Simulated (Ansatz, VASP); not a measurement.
# Pt in VASP and in Ansatz

Contents of INCAR:

```
SYSTEM = Pt
ALGO     = Normal         ! electronic algorithm
EDIFF    = 1E-7           ! SCF threshold, eV
ENCUT    = 520            ! plane-wave cutoff, eV
GGA      = PE             ! functional
ISIF     = 2              ! what is computed and relaxed
ISMEAR   = -1             ! smearing method
LASPH    = .TRUE.         ! aspherical terms in the spheres
LCHARG   = .FALSE.        ! write CHGCAR
LREAL    = .FALSE.        ! projectors in reciprocal space
LWAVE    = .FALSE.        ! write WAVECAR
NBANDS   = 11             ! bands
NELM     = 80             ! most SCF steps
PREC     = Accurate       ! precision mode
SIGMA    = 0.05           ! smearing width, eV
```

KPOINTS

```
k-points
0
G
  12 12 12
  0 0 0
```

The input POSCAR:

```
Pt
1.0
    0.0000000000      1.9738864712      1.9738864712
    1.9738864712      0.0000000000      1.9738864712
    1.9738864712      1.9738864712      0.0000000000
Pt
1
Direct
    0.0000000000      0.0000000000      0.0000000000
```

Contents of input.yaml:

```yaml
crystal:
  lattice:
    - [0.0, 1.9738864712, 1.9738864712]
    - [1.9738864712, 0.0, 1.9738864712]
    - [1.9738864712, 1.9738864712, 0.0]
  atoms:
    - { symbol: Pt, position: [0.0, 0.0, 0.0] }
kpoints:
  mp_grid: { grid: [12, 12, 12] }
scf:
  occupations: { method: fermi_dirac, width: 0.05 }
hamiltonian:
  xc: pbe
  pseudopotentials: { kind: all_electron, lapw: { basis_error: 0.0005 } }
output:
  forces: true
  stress: true
  eigenvalues: true
```

Change from the starting cell: volume scaled by 1.02.

Alike in both runs: task single point; functional PBE; k mesh 12 × 12 × 12; occupations fermi-dirac, width 0.05 eV; no spin polarisation.

|  | VASP | Ansatz |
| --- | --- | --- |
| version | VASP 6.6.1 | Ansatz 0.2.0 |
| potentials or method | VASP PAW PBE potentials, release 64 (Pt), cutoff 520 eV | all-electron LAPW, scalar-relativistic |

```csv
,VASP,Ansatz,Ansatz less VASP
gap on the k mesh at the Fermi level (eV),none,none,-
pressure (GPa),4.1,4.5,+0.46
```

A gap of «none» marks a metal or a gap that the smearing closes. Ansatz ran all-electron here, and VASP with PAW potentials.

Neither program's run includes spin-orbit coupling.
